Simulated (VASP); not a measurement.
Write the native input for VASP 6.6.1 that does the following.

```yaml
Task: single point
Functional: PBEsol
Potentials_or_basis: VASP PAW PBE potentials, release 64 (Ag)
Cutoff: 520 eV
k_mesh: 24 × 24 × 24
Occupations: fermi-dirac, width 0.1 eV
Spin: no spin polarisation
Dipole_correction: no
Further_INCAR_settings: ALGO = Normal; EDIFF = 1e-06; NBANDS = 12
```

The structure of Ag lies in POSCAR:

```
Ag
1.0
    0.0000000000      2.0214747487      2.0214747487
    2.0214747487      0.0000000000      2.0214747487
    2.0214747487      2.0214747487      0.0000000000
Ag
1
Direct
    0.0000000000      0.0000000000      0.0000000000
```

These files were run (other wordings do the same):

INCAR

```
SYSTEM = Ag
PREC = Accurate
ENCUT = 520
EDIFF = 1E-6
ISMEAR = -1
SIGMA = 0.1
LREAL = .False.
LASPH = .True.
NELM = 100
ALGO = Normal
ISIF = 2
LWAVE = .False.
LCHARG = .False.
GGA = PS
NBANDS = 12
```

KPOINTS

```
regular mesh
0
Gamma
  24 24 24
  0 0 0
```

Potentials or basis: VASP PAW PBE potentials, release 64 (Ag).

Run with:

```sh
$ cat potpaw_PBE.64/Ag/POTCAR > POTCAR
$ mpirun -np 1 vasp_std > vasp.out
```

Results of the run:

| Property | Result |
| --- | --- |
| Pressure | 0.7 GPa |

Caveat: the PAW data sets were made with another functional, which shifts forces and pressure a little.

Wall time 62 s on 1 thread of AMD EPYC 7R43 64-Core Processor (Zen 3) (shared host), peak memory 0.17 GiB.
